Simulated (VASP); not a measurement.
# GaAs (I-4m2) in VASP: single point with PBE

Aim: the single point of GaAs with PBE.

All numbers are computed with VASP 6.6.1; they aren't measurements. Logs are shortened: lines on timing, memory, paths and dates and some standing lists are left out, and cuts for length are marked.

**1. The cell of the first run**

It takes space group I-4m2 (No. 119, tetragonal). The conventional cell has a = 3.998 Å, b = 3.998 Å, c = 5.823 Å, α = 90.00°, β = 90.00°, γ = 90.00°. Ga (site symmetry -4m2) has 4 As at 2.47 Å within 3.3 Å. Within 3.3 Å of As (site symmetry -4m2) lie 4 Ga at 2.47 Å.

**2. Single point, PBE (zz strain of +3 %)**

Contents of INCAR:

```
SYSTEM = GaAs
PREC = Accurate
ENCUT = 520
EDIFF = 1E-7
ISMEAR = -1
SIGMA = 0.05
LREAL = .FALSE.
LASPH = .TRUE.
NELM = 80
ALGO = Normal
ISIF = 2
LWAVE = .FALSE.
LCHARG = .FALSE.
GGA = PE
NBANDS = 16
```

Contents of KPOINTS:

```
Automatic mesh
0
G
  11 11 11
  0 0 0
```

Contents of POSCAR:

```
GaAs
1.0
    0.0000000000      2.8268500000      2.9116555000
    2.8268500000      0.0000000000      2.9116555000
    2.8268500000      2.8268500000      0.0000000000
Ga As
1 1
Direct
    0.0000000000      0.0000000000      0.0000000000
    0.7500000000      0.7500000000      0.7500000000
```

Potentials or basis: VASP PAW PBE potentials, release 64 (Ga_d, As).

On the command line:

```
> cat potpaw_PBE.64/Ga_d/POTCAR potpaw_PBE.64/As/POTCAR > POTCAR
> mpirun -np 1 vasp_std > vasp.out
```

OUTCAR:

```text
SYSTEM = GaAs
   PREC = Accurate
   ENCUT = 520
   EDIFF = 1E-7
   ISMEAR = -1
   LREAL = .FALSE.
   LASPH = .TRUE.
   NELM = 80
   ISIF = 2
   GGA = PE

 ion  position               nearest neighbor table
   1  0.000  0.000  0.000-   2 2.47   2 2.47   2 2.47   2 2.47
   2  0.750  0.750  0.750-   1 2.47   1 2.47   1 2.47   1 2.47

  LATTYP: Found a body centered tetragonal cell.
 ALAT       =     3.9977696088
 C/A-ratio  =     1.4566399692

  Lattice vectors:

 A1 = (  -2.8268500000,   0.0000000000,   2.9116555000)
 A2 = (   2.8268500000,   0.0000000000,   2.9116555000)
 A3 = (   0.0000000000,   2.8268500000,  -2.9116555000)

Analysis of symmetry for initial positions (statically):
=====================================================================
 Subroutine PRICEL returns:
 Original cell was already a primitive cell.

 Routine SETGRP: Setting up the symmetry group for a
 body centered tetragonal supercell.

 Subroutine GETGRP returns: Found  8 space group operations
 (whereof  8 operations were pure point group operations)
 out of a pool of 16 trial point group operations.

The static configuration has the point symmetry D_2d.

Analysis of symmetry for dynamics (positions and initial velocities):
=====================================================================
 Subroutine PRICEL returns:
 Original cell was already a primitive cell.

 Routine SETGRP: Setting up the symmetry group for a
 body centered tetragonal supercell.

 Subroutine GETGRP returns: Found  8 space group operations
 (whereof  8 operations were pure point group operations)
 out of a pool of 16 trial point group operations.

The dynamic configuration has the point symmetry D_2d.

 Subroutine INISYM returns: Found  8 space group operations
 (whereof  8 operations are pure point group operations),
 and found     1 'primitive' translations

----------------------------------------------------------------------------------------

                                     Primitive cell

  volume of cell :      46.5345

  direct lattice vectors                    reciprocal lattice vectors
     0.000000000  2.826850000  2.911655500    -0.176875321  0.176875321  0.171723612
     2.826850000  0.000000000  2.911655500     0.176875321 -0.176875321  0.171723612
     2.826850000  2.826850000  0.000000000     0.176875321  0.176875321 -0.171723612

  length of vectors
     4.058179231  4.058179231  3.997769609     0.303411860  0.303411860  0.303411860

  position of ions in fractional coordinates (direct lattice)
     0.000000000  0.000000000  0.000000000
     0.750000000  0.750000000  0.750000000

  ion indices of the primitive-cell ions
   primitive index   ion index
                 1           1
                 2           2

----------------------------------------------------------------------------------------

 KPOINTS: Automatic mesh

Automatic generation of k-mesh.
 Grid dimensions read from file:
 generate k-points for:   11   11   11

 Generating k-lattice:

  Cartesian coordinates                     Fractional coordinates (reciprocal lattice)
    -0.016079575  0.016079575  0.015611237     0.090909091  0.000000000  0.000000000
     0.016079575 -0.016079575  0.015611237     0.000000000  0.090909091  0.000000000
     0.016079575  0.016079575 -0.015611237     0.000000000  0.000000000  0.090909091

  Length of vectors
     0.027582896  0.027582896  0.027582896

  Shift w.r.t. Gamma in fractional coordinates (k-lattice)
     0.000000000  0.000000000  0.000000000

 Subroutine IBZKPT returns following result:
 ===========================================

 Found    126 irreducible k-points:

 Following reciprocal coordinates:
            Coordinates               Weight
  0.000000  0.000000  0.000000      1.000000
  0.090909 -0.000000  0.000000      8.000000
  0.181818 -0.000000  0.000000      8.000000
  0.272727  0.000000  0.000000      8.000000
  0.363636 -0.000000  0.000000      8.000000
  0.454545 -0.000000  0.000000      8.000000
[... 16 lines left out ...]
 -0.272727  0.181818  0.000000      8.000000
 -0.181818  0.181818  0.000000      4.000000
 [... further k-points ...]
   k-points           NKPTS =    126   k-points in BZ     NKDIM =    126   number of bands    NBANDS=     16
   number of dos      NEDOS =    301   number of ions     NIONS =      2
   total plane-waves  NPLWV =  27000
   dimension x,y,z NGX =    30 NGY =   30 NGZ =   30
   dimension x,y,z NGXF=    60 NGYF=   60 NGZF=   60
   ions per type =               1   1
   NGX,Y,Z   is equivalent  to a cutoff of  12.29, 12.29, 12.48 a.u.
   NGXF,Y,Z  is equivalent  to a cutoff of  24.58, 24.58, 24.95 a.u.
 SYSTEM =  GaAs
   PREC   = accura    normal or accurate (medium, high low for compatibility)
   ISTART =      0    job   : 0-new  1-cont  2-samecut
   ICHARG =      2    charge: 1-file 2-atom 10-const
   ISPIN  =      1    spin polarized calculation?
   LNONCOLLINEAR =      F non collinear calculations
   LSORBIT =      F    spin-orbit coupling
   LASPH  =      T    aspherical Exc in radial PAW
   ENCUT  =  520.0 eV  38.22 Ry    6.18 a.u.   7.55  7.55  7.43*2*pi/ulx,y,z
   NELM   =     80;   NELMIN=  2; NELMDL= -5     # of ELM steps
   EDIFF  = 0.1E-06   stopping-criterion for ELM
   LREAL  =      F    real-space projection
   EDIFFG = 0.1E-05   stopping-criterion for IOM
   NSW    =      0    number of steps for IOM
   IBRION =     -1    ionic relax: 0-MD 1-quasi-New 2-CG
   NFREE  =      0    steps in history (QN), initial steepest desc. (CG)
   ISIF   =      2    stress and relaxation
   ISYM   =      2    0-nonsym 1-usesym 2-fastsym
   POTIM  = 0.5000    time-step for ionic-motion
   TEBEG  =    0.0;   TEEND  =   0.0 temperature during run
   PSTRESS=    0.0 pullay stress
   NELECT =      18.0000    total number of electrons
   NUPDOWN=      -1.0000    fix difference up-down
   EMIN   =  10.00;   EMAX   =-10.00  energy-range for DOS
   EFERMI =   0.00;   METHOD = LEGACY
   ISMEAR =    -1;   SIGMA  =   0.05  broadening in eV -4-tet -1-fermi 0-gaus
   EFERMI_NEDOS =   21; number of points for ismear=-14 and -15
   IALGO  =     38    algorithm
   IMIX   =      4    mixing-type and parameters
     AMIX     =   0.40;   BMIX     =  1.00
     AMIX_MAG =   1.60;   BMIX_MAG =  1.00
  volume/ion in A,a.u.               =      23.27       157.02
  Fermi-wavevector in a.u.,A,eV,Ry     =   1.192817  2.254097 19.358539  1.422812
  Thomas-Fermi vector in A             =   2.328846
   LORBIT       =      0    0 simple, 1 ext, 2 COOP (PROOUT), +10 PAW based schemes
   GGA     = PE    functional components
   LHFCALC =     F    Hartree Fock is set to
   AEXX    =    0.0000 exact exchange contribution
   IVDW    =     0    specifies the selected vdW correction
   LEPSILON=     F    determine dielectric tensor
   LRPA    =     F    only Hartree local field effects (RPA)
 non-spin polarized calculation
  energy-cutoff  :      520.00
  volume of cell :       46.53
 maximum number of plane-waves:      1291
 NGX is ok and might be reduce to    30
   NGX = 15   NGY = 15   NGZ = 15

 number of electron      17.9999989 magnetization

 Free energy of the ion-electron system (eV)
  ---------------------------------------------------
  ext. energy  EPLUGINS =         0.00000000
  ---------------------------------------------------
  free energy    TOTEN  =        -8.26668192 eV

  energy without entropy =       -8.26658936  energy(sigma->0) =       -8.26663564

 E-fermi :   3.8665     XC(G=0):  -9.4569

 val. band max:        3.7152278034   @ k =   0.0000   0.0000   0.0000
 cond. band min:       3.9510729868   @ k =   0.0000   0.0000   0.0000
 fundamental gap:      0.2358451834
 Fermi energy:         3.8664670270

 k-point     1 :       0.0000    0.0000    0.0000
  band No.  band energies     occupation
      1     -11.1029      2.00000
      2     -11.0954      2.00000
      3     -11.0954      2.00000
      4     -11.0285      2.00000
      5     -11.0235      2.00000
      6      -8.8576      2.00000
[... 8 lines left out ...]
     15      13.4056      0.00000
     16      13.9909      0.00000

 k-point     2 :       0.0909   -0.0000    0.0000
  band No.  band energies     occupation
      1     -11.1058      2.00000
      2     -11.0971      2.00000
      3     -11.0937      2.00000
      4     -11.0287      2.00000
      5     -11.0235      2.00000
      6      -8.7645      2.00000
[... 8 lines left out ...]
     15      12.8835      0.00000
     16      13.3606      0.00000

 k-point     3 :       0.1818   -0.0000    0.0000
  band No.  band energies     occupation
      1     -11.1208      2.00000
      2     -11.0939      2.00000
      3     -11.0893      2.00000
      4     -11.0289      2.00000
      5     -11.0232      2.00000
      6      -8.4951      2.00000
[... 8 lines left out ...]
     15      12.6757      0.00000
     16      12.7651      0.00000

 k-point     4 :       0.2727    0.0000    0.0000
  band No.  band energies     occupation
      1     -11.1403      2.00000
      2     -11.0888      2.00000
      3     -11.0842      2.00000
      4     -11.0286      2.00000
      5     -11.0221      2.00000
      6      -8.0823      2.00000
[... 8 lines left out ...]
     15      12.7940      0.00000
     16      12.7987      0.00000
[... 324 lines left out ...]
 k-point    22 :      -0.3636    0.1818    0.0000
  band No.  band energies     occupation
      1     -11.1706      2.00000
      2     -11.0786      2.00000
      3     -11.0723      2.00000
      4     -11.0288      2.00000
      5     -11.0220      2.00000
      6      -7.0859      2.00000
[... 8 lines left out ...]
     15      13.3377      0.00000
     16      14.9473      0.00000

 k-point    23 :      -0.2727    0.1818    0.0000
  band No.  band energies     occupation
      1     -11.1605      2.00000
      2     -11.0810      2.00000
      3     -11.0766      2.00000
      4     -11.0313      2.00000
      5     -11.0209      2.00000
      6      -7.4855      2.00000
[... 8 lines left out ...]
     15      13.9543      0.00000
     16      15.6672      0.00000

 k-point    24 :      -0.1818    0.1818    0.0000
  band No.  band energies     occupation
      1     -11.1460      2.00000
      2     -11.0850      2.00000
      3     -11.0823      2.00000
      4     -11.0319      2.00000
      5     -11.0209      2.00000
      6      -7.9304      2.00000
[... 8 lines left out ...]
     15      13.8075      0.00000
     16      14.4338      0.00000

 [... further k-points ...]

------------------------ aborting loop because EDIFF is reached ----------------------------------------

  FORCE on cell =-STRESS in cart. coord.  units (eV):
  Direction    XX          YY          ZZ          XY          YZ          ZX
  --------------------------------------------------------------------------------------
  -------------------------------------------------------------------------------------
  Total        0.5709475      0.5709475      0.0455728      0.0000000     -0.0000000      0.0000000
  in kB       19.6576330     19.6576330      1.5690656      0.0000000     -0.0000000      0.0000000
  external PRESSURE =      13.6281105 kB  Pullay stress =       0.0000000 kB

 VOLUME and BASIS-vectors are now :
 -----------------------------------------------------------------------------
  energy-cutoff  :      520.00
  volume of cell :       46.53
      direct lattice vectors                 reciprocal lattice vectors
     0.000000000  2.826850000  2.911655500    -0.176875321  0.176875321  0.171723612
     2.826850000  0.000000000  2.911655500     0.176875321 -0.176875321  0.171723612
     2.826850000  2.826850000  0.000000000     0.176875321  0.176875321 -0.171723612

 POSITION                                       TOTAL-FORCE (eV/Angst)
 -----------------------------------------------------------------------------------
      0.00000      0.00000      0.00000         0.000000      0.000000      0.000000
      4.24027      4.24027      4.36748        -0.000000     -0.000000     -0.000000
 -----------------------------------------------------------------------------------
    total drift:                               -0.000002     -0.000002     -0.000000

  FREE ENERGIE OF THE ION-ELECTRON SYSTEM (eV)
  ---------------------------------------------------
  free  energy   TOTEN  =        -8.2666819197 eV

  energy  without entropy=       -8.2665893575  energy(sigma->0) =       -8.26663564
```

It took 1.9 min on 1 thread of Intel Xeon 8259CL, shared host; peak memory 0.24 GiB.

Results:

- Free energy: -8.2667 eV
- Pressure: 1.4 GPa
- Band gap on the k mesh: 0.24 eV

Levels at points of the mesh, in eV from the valence-band top:
```tsv
k point	band 5	band 6	band 7	band 8	band 9	band 10	band 11	band 12	band 13	band 14
(0.00, 0.00, 0.00)	-14.74	-12.57	-0.17	0.00	0.00	0.24	3.64	3.64	3.72	7.44
```

Caveat: the cell differs from its parent crystal (zz strain of +3 %).
